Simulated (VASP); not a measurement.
# LiW16 (a cell with a defect) in VASP: relaxation of the atoms with LDA

Aim: the relaxation of the atoms of LiW16 (a cell with a defect) with LDA.

Everything below comes from runs of VASP 6.6.1. Logs are shortened: lines on timing, memory, paths and dates and some standing lists are left out, and cuts for length are marked.

## 1. The cell of the first run

The cell holds a defect, 17 atoms: a = 6.320 Å, b = 6.320 Å, c = 6.320 Å, α = 90.00°, β = 90.00°, γ = 90.00°.

## 2. Relaxation of the atoms, LDA

File INCAR:

```
  ALGO = Normal
  EDIFF = 1E-6
  EDIFFG = -0.08
  ENCUT = 520
  GGA = CA
  IBRION = 2
  ISIF = 2
  ISMEAR = -1
  LASPH = T
  LCHARG = F
  LREAL = Auto
  LUSENCCL = F
  LWAVE = F
  NELM = 100
  NSW = 45
  PREC = Accurate
  SIGMA = 0.05
```

File KPOINTS:

```
k-points
0
Gamma
  2 2 2
```

File POSCAR:

```
LiW16
1.0
    6.3200000000      0.0000000000      0.0000000000
    0.0000000000      6.3200000000      0.0000000000
    0.0000000000      0.0000000000      6.3200000000
W Li
16 1
Direct
    0.0000000000      0.0000000000      0.0000000000
    0.5000000000      0.0000000000      0.0000000000
    0.0000000000      0.5000000000      0.0000000000
    0.0000000000      0.0000000000      0.5000000000
    0.2500000000      0.2500000000      0.2500000000
    0.5000000000      0.5000000000      0.0000000000
    0.5000000000      0.0000000000      0.5000000000
    0.7500000000      0.2500000000      0.2500000000
    0.0000000000      0.5000000000      0.5000000000
    0.2500000000      0.7500000000      0.2500000000
    0.2500000000      0.2500000000      0.7500000000
    0.5000000000      0.5000000000      0.5000000000
    0.7500000000      0.7500000000      0.2500000000
    0.7500000000      0.2500000000      0.7500000000
    0.2500000000      0.7500000000      0.7500000000
    0.7500000000      0.7500000000      0.7500000000
    0.1217296000      0.7458773000      0.4991177000
```

Potentials or basis: VASP PAW LDA potentials, release 64 (W_sv, Li_sv).

Started as:

```sh
$ cat potpaw_LDA.64/W_sv/POTCAR potpaw_LDA.64/Li_sv/POTCAR > POTCAR
$ mpirun -np 1 vasp_std > vasp.out
```

OUTCAR:

```text
EDIFF = 1E-6
   EDIFFG = -0.08
   ENCUT = 520
   GGA = CA
   IBRION = 2
   ISIF = 2
   ISMEAR = -1
   LASPH = T
   LREAL = Auto
   NELM = 100
   NSW = 45
   PREC = Accurate

 ion  position               nearest neighbor table
   1  0.000  0.000  0.000-   5 2.74   8 2.74  10 2.74  11 2.74  13 2.74  14 2.74  15 2.74  16 2.74
                             4 3.16   2 3.16   3 3.16   4 3.16   3 3.16   2 3.16
   2  0.500  0.000  0.000-   5 2.74   8 2.74  10 2.74  11 2.74  13 2.74  14 2.74  15 2.74  16 2.74
                             6 3.16   7 3.16   1 3.16   7 3.16   6 3.16   1 3.16
   3  0.000  0.500  0.000-   5 2.74   8 2.74  10 2.74  11 2.74  13 2.74  14 2.74  15 2.74  16 2.74
                             6 3.16   1 3.16   9 3.16   9 3.16   1 3.16   6 3.16
   4  0.000  0.000  0.500-  17 1.78   8 2.74  10 2.74  11 2.74  13 2.74  14 2.74  15 2.74  16 2.74
                             5 2.74   1 3.16   9 3.16   7 3.16   1 3.16   9 3.16   7 3.16
   5  0.250  0.250  0.250-   1 2.74   2 2.74   3 2.74   4 2.74   6 2.74   7 2.74   9 2.74  12 2.74
                            10 3.16  11 3.16   8 3.16  11 3.16  10 3.16   8 3.16
   6  0.500  0.500  0.000-   5 2.74   8 2.74  10 2.74  11 2.74  13 2.74  14 2.74  15 2.74  16 2.74
                             3 3.16  12 3.16   2 3.16  12 3.16   2 3.16   3 3.16
   7  0.500  0.000  0.500-   5 2.74   8 2.74  10 2.74  11 2.74  13 2.74  14 2.74  15 2.74  16 2.74
                            17 2.88  12 3.16   2 3.16   4 3.16   2 3.16  12 3.16   4 3.16
   8  0.750  0.250  0.250-   1 2.74   2 2.74   3 2.74   4 2.74   6 2.74   7 2.74   9 2.74  12 2.74
                             5 3.16  13 3.16  14 3.16  14 3.16  13 3.16   5 3.16
   9  0.000  0.500  0.500-  17 1.73   8 2.74  10 2.74  11 2.74  13 2.74  14 2.74  15 2.74  16 2.74
                             5 2.74  12 3.16   3 3.16   4 3.16   3 3.16   4 3.16  12 3.16
  10  0.250  0.750  0.250-  17 1.77   2 2.74   3 2.74   4 2.74   6 2.74   7 2.74   9 2.74  12 2.74
                             1 2.74  13 3.16  15 3.16   5 3.16  15 3.16   5 3.16  13 3.16
  11  0.250  0.250  0.750-   1 2.74   2 2.74   3 2.74   4 2.74   6 2.74   7 2.74   9 2.74  12 2.74
                             5 3.16  14 3.16  15 3.16   5 3.16  15 3.16  14 3.16
  12  0.500  0.500  0.500-   5 2.74   8 2.74  10 2.74  11 2.74  13 2.74  14 2.74  15 2.74  16 2.74
                            17 2.85   6 3.16   9 3.16   7 3.16   6 3.16   7 3.16   9 3.16
  13  0.750  0.750  0.250-   1 2.74   2 2.74   3 2.74   4 2.74   6 2.74   7 2.74   9 2.74  12 2.74
                            17 2.83   8 3.16  16 3.16  10 3.16  16 3.16   8 3.16  10 3.16
  14  0.750  0.250  0.750-   1 2.74   2 2.74   3 2.74   4 2.74   6 2.74   7 2.74   9 2.74  12 2.74
                            11 3.16   8 3.16  16 3.16   8 3.16  16 3.16  11 3.16
  15  0.250  0.750  0.750-  17 1.78   2 2.74   3 2.74   4 2.74   6 2.74   7 2.74   9 2.74  12 2.74
                             1 2.74  10 3.16  16 3.16  11 3.16  10 3.16  11 3.16  16 3.16
  16  0.750  0.750  0.750-   1 2.74   2 2.74   3 2.74   4 2.74   6 2.74   7 2.74   9 2.74  12 2.74
                            17 2.83  14 3.16  15 3.16  13 3.16  13 3.16  14 3.16  15 3.16
  17  0.122  0.746  0.499-   9 1.73  10 1.77   4 1.78  15 1.78  13 2.83  16 2.83  12 2.85   7 2.88

  LATTYP: Found a simple cubic cell.
 ALAT       =     6.3200000000

  Lattice vectors:

 A1 = (   6.3200000000,   0.0000000000,   0.0000000000)
 A2 = (   0.0000000000,   6.3200000000,   0.0000000000)
 A3 = (   0.0000000000,   0.0000000000,   6.3200000000)

Analysis of symmetry for initial positions (statically):
=====================================================================
 Subroutine PRICEL returns:
 Original cell was already a primitive cell.

 Routine SETGRP: Setting up the symmetry group for a
 simple cubic supercell.

 Subroutine GETGRP returns: Found  1 space group operations
 (whereof  1 operations were pure point group operations)
 out of a pool of 48 trial point group operations.

The static configuration has the point symmetry C_1 .

Analysis of symmetry for dynamics (positions and initial velocities):
=====================================================================
 Subroutine PRICEL returns:
 Original cell was already a primitive cell.

 Routine SETGRP: Setting up the symmetry group for a
 simple cubic supercell.

 Subroutine GETGRP returns: Found  1 space group operations
 (whereof  1 operations were pure point group operations)
 out of a pool of 48 trial point group operations.

The dynamic configuration has the point symmetry C_1 .

 Subroutine INISYM returns: Found  1 space group operations
 (whereof  1 operations are pure point group operations),
 and found     1 'primitive' translations

----------------------------------------------------------------------------------------

                                     Primitive cell

  volume of cell :     252.4360

  direct lattice vectors                    reciprocal lattice vectors
     6.320000000  0.000000000  0.000000000     0.158227848  0.000000000  0.000000000
     0.000000000  6.320000000  0.000000000     0.000000000  0.158227848  0.000000000
     0.000000000  0.000000000  6.320000000     0.000000000  0.000000000  0.158227848

  length of vectors
[... 68 lines left out ...]
            Coordinates               Weight
  0.000000  0.000000  0.000000      1.000000
  0.500000  0.000000  0.000000      1.000000
  0.000000  0.500000  0.000000      1.000000
  0.000000  0.000000  0.500000      1.000000
  0.500000  0.500000  0.000000      1.000000
  0.000000  0.500000  0.500000      1.000000
  0.500000  0.000000  0.500000      1.000000
  0.500000  0.500000  0.500000      1.000000
   k-points           NKPTS =      8   k-points in BZ     NKDIM =      8   number of bands    NBANDS=    136
   number of dos      NEDOS =    301   number of ions     NIONS =     17
   total plane-waves  NPLWV = 110592
   dimension x,y,z NGX =    48 NGY =   48 NGZ =   48
   dimension x,y,z NGXF=    96 NGYF=   96 NGZF=   96
   ions per type =              16   1
   NGX,Y,Z   is equivalent  to a cutoff of  12.63, 12.63, 12.63 a.u.
   NGXF,Y,Z  is equivalent  to a cutoff of  25.25, 25.25, 25.25 a.u.
 SYSTEM =  unknown system
   PREC   = accura    normal or accurate (medium, high low for compatibility)
   ISTART =      0    job   : 0-new  1-cont  2-samecut
   ICHARG =      2    charge: 1-file 2-atom 10-const
   ISPIN  =      1    spin polarized calculation?
   LNONCOLLINEAR =      F non collinear calculations
   LSORBIT =      F    spin-orbit coupling
   LASPH  =      T    aspherical Exc in radial PAW
   ENCUT  =  520.0 eV  38.22 Ry    6.18 a.u.  11.75 11.75 11.75*2*pi/ulx,y,z
   NELM   =    100;   NELMIN=  2; NELMDL= -5     # of ELM steps
   EDIFF  = 0.1E-05   stopping-criterion for ELM
   LREAL  =      T    real-space projection
   EDIFFG = -.8E-01   stopping-criterion for IOM
   NSW    =     45    number of steps for IOM
   IBRION =      2    ionic relax: 0-MD 1-quasi-New 2-CG
   NFREE  =      1    steps in history (QN), initial steepest desc. (CG)
   ISIF   =      2    stress and relaxation
   ISYM   =      2    0-nonsym 1-usesym 2-fastsym
   POTIM  = 0.5000    time-step for ionic-motion
   TEBEG  =    0.0;   TEEND  =   0.0 temperature during run
   PSTRESS=    0.0 pullay stress
   NELECT =     227.0000    total number of electrons
   NUPDOWN=      -1.0000    fix difference up-down
   EMIN   =  10.00;   EMAX   =-10.00  energy-range for DOS
   EFERMI =   0.00;   METHOD = LEGACY
   ISMEAR =    -1;   SIGMA  =   0.05  broadening in eV -4-tet -1-fermi 0-gaus
   EFERMI_NEDOS =   21; number of points for ismear=-14 and -15
   IALGO  =     38    algorithm
   IMIX   =      4    mixing-type and parameters
     AMIX     =   0.40;   BMIX     =  1.00
     AMIX_MAG =   1.60;   BMIX_MAG =  1.00
  volume/ion in A,a.u.               =      14.85       100.21
  Fermi-wavevector in a.u.,A,eV,Ry     =   1.580155  2.986060 33.972251  2.496890
  Thomas-Fermi vector in A             =   2.680426
   LORBIT       =      0    0 simple, 1 ext, 2 COOP (PROOUT), +10 PAW based schemes
   GGA     = CA    functional components
   LHFCALC =     F    Hartree Fock is set to
   AEXX    =    0.0000 exact exchange contribution
   IVDW    =     0    specifies the selected vdW correction
   LEPSILON=     F    determine dielectric tensor
   LRPA    =     F    only Hartree local field effects (RPA)
 conjugate gradient relaxation of ions
 non-spin polarized calculation
  energy-cutoff  :      520.00
  volume of cell :      252.44
 maximum number of plane-waves:      6859
 NGX is ok and might be reduce to    48
   NGX = 23   NGY = 23   NGZ = 23

--------------------------------------- Ionic step        1  -------------------------------------------

 number of electron     227.0000009 magnetization

 Free energy of the ion-electron system (eV)
  ---------------------------------------------------
  ext. energy  EPLUGINS =         0.00000000
  ---------------------------------------------------
  free energy    TOTEN  =      -217.12635108 eV

  energy without entropy =     -217.07145942  energy(sigma->0) =     -217.09890525

------------------------ aborting loop because EDIFF is reached ----------------------------------------

  FORCE on cell =-STRESS in cart. coord.  units (eV):
  Direction    XX          YY          ZZ          XY          YZ          ZX
  --------------------------------------------------------------------------------------
  -------------------------------------------------------------------------------------
  Total        0.0831163     14.0912380     12.9445554      0.9415426     -0.0062615     -0.1957854
  in kB        0.5275278     89.4352034     82.1573619      5.9758451     -0.0397409     -1.2426239
  external PRESSURE =      57.3733644 kB  Pullay stress =       0.0000000 kB
[... 344 lines left out ...]
--------------------------------------- Ionic step        8  -------------------------------------------

 number of electron     226.9999990 magnetization

 Free energy of the ion-electron system (eV)
  ---------------------------------------------------
  ext. energy  EPLUGINS =         0.00000000
  ---------------------------------------------------
  free energy    TOTEN  =      -221.32882227 eV

  energy without entropy =     -221.26157543  energy(sigma->0) =     -221.29519885

 E-fermi :  11.4163     XC(G=0): -13.9057

 val. band max:       11.4112692134   @ k =   0.5000   0.0000   0.5000
 cond. band min:      11.4709793504   @ k =   0.0000   0.0000   0.0000
 fundamental gap:      0.0597101370
 Fermi energy:        11.4162731971

 k-point     1 :       0.0000    0.0000    0.0000
  band No.  band energies     occupation
      1     -62.0729      2.00000
      2     -61.9602      2.00000
      3     -61.9545      2.00000
      4     -61.9540      2.00000
      5     -61.9519      2.00000
      6     -61.9345      2.00000
[... 1013 lines left out ...]
    124      13.7766      0.00000
    125      13.9021      0.00000
 [bands above 125 left out]

------------------------ aborting loop because EDIFF is reached ----------------------------------------

  FORCE on cell =-STRESS in cart. coord.  units (eV):
  Direction    XX          YY          ZZ          XY          YZ          ZX
  --------------------------------------------------------------------------------------
  -------------------------------------------------------------------------------------
  Total       -0.1234502     13.7861232     13.3906524      0.2337807     -0.0027201     -0.0489628
  in kB       -0.7835219     87.4986805     84.9886800      1.4837745     -0.0172638     -0.3107602
  external PRESSURE =      57.2346129 kB  Pullay stress =       0.0000000 kB
[... 32 lines left out ...]
  FREE ENERGIE OF THE ION-ELECTRON SYSTEM (eV)
  ---------------------------------------------------
  free  energy   TOTEN  =      -221.3288222712 eV

  energy  without entropy=     -221.2615754285  energy(sigma->0) =     -221.29519885

 reached required accuracy - stopping structural energy minimisation
```

It took 13 min on 1 × NVIDIA H100 80GB with 1 thread of AMD EPYC 7R13 (Zen 3), shared host; peak memory 1.4 GiB.

Results:

```yaml
Free_energy: -221.3288 eV
Energy_gained_by_relaxing: 247.2 meV/atom
Ionic_steps: 8
Largest_force_after_relaxing: 0.060 eV/Å
Band_gap_on_the_k_mesh: zero (an odd number of electrons rules out a gap without spin polarisation)
```

Forces on the atoms (eV/Å):
```
W    0.023 -0.013  0.000
W    0.044 -0.016 -0.002
W    0.026  0.018  0.000
W   -0.033 -0.019  0.000
W   -0.034  0.000  0.027
W    0.034  0.017 -0.002
W   -0.041  0.012  0.001
W   -0.027 -0.010  0.028
W   -0.024  0.046  0.000
W    0.014  0.000  0.058
W   -0.033  0.000 -0.026
W   -0.042 -0.015  0.000
W    0.041  0.002 -0.012
W   -0.029 -0.010 -0.028
W    0.016  0.000 -0.054
W    0.040  0.002  0.012
Li   0.026 -0.013 -0.002
```

Step by step:
```csv
step,energy change (eV),largest force (eV/Å),pressure (GPa)
1,0.0000,9.9453,5.74
2,-0.7897,7.8699,17.84
3,-3.8312,1.7104,5.90
4,-4.1635,0.7743,5.37
5,-4.1636,0.7583,5.36
6,-4.1945,0.3836,5.94
7,-4.1977,0.1822,5.79
8,-4.2025,0.0598,5.72
```

Final structure:
```
W Li
1.0
     6.32000    0.00000    0.00000
     0.00000    6.32000    0.00000
     0.00000    0.00000    6.32000
W Li
16 1
Direct
  0.99846 0.00300 0.00002
  0.50979 0.00662 0.99993
  0.99863 0.49722 0.00003
  0.98145 0.03590 0.50015
  0.25185 0.25009 0.24662
  0.50965 0.49309 0.99994
  0.49308 0.99837 0.49997
  0.73984 0.24970 0.24261
  0.97983 0.46189 0.50016
  0.26961 0.75066 0.21411
  0.25189 0.25009 0.75344
  0.49283 0.50150 0.49997
  0.75703 0.74985 0.25143
  0.73981 0.24970 0.75734
  0.26923 0.75064 0.78540
  0.75698 0.74984 0.74853
  0.12175 0.74771 0.49947
```

Caveat: the k points lie up to 0.50 Å⁻¹ apart, too coarse for converged energies and pressures of a metal; the cutoff is under 1.25 times the usual one of these potentials, so pressure, stress and relaxed cells hold a basis-set (Pulay) error; spin-orbit coupling is left out, which moves the levels of the heavy elements; the relaxation stopped at a loose force limit of 0.08 eV/Å, so its end isn't a converged minimum.

The gap in the log of VASP goes by the Fermi energy; the results here count the filled bands.